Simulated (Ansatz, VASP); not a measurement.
Ge: VASP beside Ansatz

Contents of INCAR:

```
PREC = Accurate
ENCUT = 520
EDIFF = 1E-6
ISMEAR = -1
SIGMA = 0.05
LREAL = F
LASPH = T
NELM = 100
ALGO = Normal
ISIF = 2
LWAVE = F
LCHARG = T
GGA = B5
ALDAX = 1.0
AGGAX = 1.0
AGGAC = 1.0
ALDAC = 0.0
LELF = T
LVHAR = T
NBANDS = 21
```

File KPOINTS:

```
regular mesh
0
Gamma
  8 8 8
```

POSCAR

```
Ge
1.0
    0.0000000000      2.8289100000      2.8289100000
    2.8289100000      0.0000000000      2.8289100000
    2.8289100000      2.8289100000      0.0000000000
Ge
2
Direct
    0.7500000000      0.7500000000      0.7500000000
    0.5000000000      0.5000000000      0.5000000000
```

input.yaml

```yaml
crystal:
  lattice:
    - [0.0, 2.82891, 2.82891]
    - [2.82891, 0.0, 2.82891]
    - [2.82891, 2.82891, 0.0]
  atoms:
    - { symbol: Ge, position: [0.75, 0.75, 0.75] }
    - { symbol: Ge, position: [0.5, 0.5, 0.5] }
kpoints:
  mp_grid: { grid: [8, 8, 8] }
  band_path:
    path:
      - [0.0, 0.0, 0.0]
      - [0.5, 0.0, 0.5]
      - [0.5, 0.25, 0.75]
      - [0.375, 0.375, 0.75]
      - [0.0, 0.0, 0.0]
      - [0.5, 0.5, 0.5]
      - [0.625, 0.25, 0.625]
      - [0.5, 0.25, 0.75]
    npoints: 10
scf:
  occupations: { method: fermi_dirac, width: 0.05 }
hamiltonian:
  xc: blyp
  pseudopotentials: { kind: all_electron, lapw: { basis_error: 0.001 } }
output:
  forces: true
  stress: true
  eigenvalues: true
```

Alike in both runs: functional BLYP; k mesh 8 × 8 × 8; occupations fermi-dirac, width 0.05 eV; no spin polarisation.

|  | VASP | Ansatz |
| --- | --- | --- |
| version | VASP 6.6.1 | Ansatz 0.2.0 |
| potentials or method | VASP PAW PBE potentials, release 64 (Ge_d), cutoff 520 eV | all-electron LAPW, scalar-relativistic |
| task | single point | band structure |

|  | VASP | Ansatz | Ansatz less VASP |
| --- | --- | --- | --- |
| gap on the k mesh at the Fermi level (eV) | none | none | - |
| pressure (GPa) | 7.6 | 7.4 | -0.21 |

VASP's potentials were made for PBE, not for BLYP. A gap of «none» marks a metal or a gap that the smearing closes. Ansatz ran all-electron here, and VASP with PAW potentials.
